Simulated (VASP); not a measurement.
Crystal: AlRu.

```
Al Ru
1.0
     2.99160    0.00000    0.00000
     0.00000    2.99160    0.00000
     0.00000    0.00000    2.99160
Al Ru
1 1
Direct
  0.00000 0.00000 0.00000
  0.50000 0.50000 0.50000
```

Base run:

```yaml
Program: VASP 6.6.1
Functional: PBE
Potentials_or_basis: VASP PAW PBE potentials, release 64 (Al, Ru_pv)
Cutoff: 500 eV
k_mesh: 8 × 8 × 8
Occupations: methfessel-paxton, width 0.1 eV
Spin: no spin polarisation
```

Its results: pressure 2.9 GPa.

Task: The run is repeated on the same cell with these changes: k mesh from 8 × 8 × 8 to 6 × 6 × 6. What comes out?

Result: Pressure 2.5 GPa.
